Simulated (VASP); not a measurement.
Set up this calculation in VASP 6.6.1, as the native input.

- Task: single point
- Functional: PBE
- Potentials or basis: VASP PAW PBE potentials, release 64 (Cs_sv, Re)
- Cutoff: 520 eV
- k mesh: 6 × 6 × 6
- Occupations: gaussian, width 0.1 eV
- Spin: no spin polarisation
- Dipole correction: no
- Further INCAR settings: ALGO = Fast; EDIFF = 1e-06; NBANDS = 18

The structure of CsRe2 lies in POSCAR:

```
CsRe2
1.0
    0.0000000000      3.1156022178      3.1156022178
    3.1156022178      0.0000000000      3.1156022178
    3.1156022178      3.1156022178      0.0000000000
Cs Re
1 2
Direct
    0.0000000000      0.0000000000      0.0000000000
    0.2500000000      0.2500000000      0.2500000000
    0.7500000000      0.7500000000      0.7500000000
```

One way to write it, as run:

INCAR

```
SYSTEM = CsRe2
  PREC = Accurate
  ENCUT = 520
  EDIFF = 1E-6
  ISMEAR = 0
  SIGMA = 0.1
  LREAL = .FALSE.
  LASPH = .TRUE.
  NELM = 80
  ALGO = Fast
  ISIF = 2
  LWAVE = .FALSE.
  LCHARG = .FALSE.
  GGA = PE
  NBANDS = 18
```

KPOINTS

```
Automatic mesh
0
G
  6 6 6
  0 0 0
```

Potentials or basis: VASP PAW PBE potentials, release 64 (Cs_sv, Re).

Command:

```console
$ cat potpaw_PBE.64/Cs_sv/POTCAR potpaw_PBE.64/Re/POTCAR > POTCAR
$ mpirun -np 1 vasp_std > vasp.out
```

It gave:

```json
{
 "Pressure": "5.6 GPa",
 "Band gap on the k mesh": "zero (an odd number of electrons rules out a gap without spin polarisation)"
}
```

Caveat: the cell stands under pressure; spin-orbit coupling is left out, which moves the levels of the heavy elements.

It took 14 s on 1 thread of Intel(R) Xeon(R) 6975P-C (Granite Rapids), with other jobs on the host, peak memory 0.2 GiB.
